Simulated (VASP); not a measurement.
**GaN: single point with PBE**

GaN:

```
Ga N
1.0
     5.33296    0.00000    0.00000
    -2.66648    4.61848    0.00000
     0.00000    0.00000    3.45659
Ga N
1 1
Direct
  0.00000 0.00000 0.50000
  0.00000 0.00000 0.00000
```

| Item | Value |
| --- | --- |
| Program | VASP 6.6.1 |
| Task | single point |
| Functional | PBE |
| Potentials or basis | VASP PAW PBE potentials, release 64 (Ga_d, N) |
| Cutoff | 520 eV |
| k mesh | 6 × 6 × 8 |
| Occupations | fermi-dirac, width 0.05 eV |
| Spin | no spin polarisation |

The pressure is -2.6 GPa and the band gap on the k mesh is 0.90 eV, indirect (least direct gap 2.47 eV).

Stress tensor (GPa, compression positive):
```
 0.00  0.00  0.00
 0.00  0.00  0.00
 0.00  0.00 -7.75
```

Levels at points of the mesh, in eV from the valence-band top:
```
           k point  band 7  band 8  band 9  band 10  band 11  band 12
(0.00, 0.00, 0.00)   -3.74   -1.58   -1.58     0.90     5.74     7.20
(0.50, 0.00, 0.00)   -3.74   -1.89   -1.64     1.54     4.72     6.11
(0.00, 0.00, 0.50)   -6.48    0.00    0.00     4.22     4.22     5.18
(0.50, 0.00, 0.50)   -6.44   -0.14   -0.03     3.13     3.97     6.32
```

Wall time 36 s on 1 thread of Intel(R) Xeon(R) Platinum 8488C (Sapphire Rapids), with other jobs on the host, peak memory 0.21 GiB.

A k mesh can miss the band edges. As with any semilocal functional, this PBE gap is likely too small.
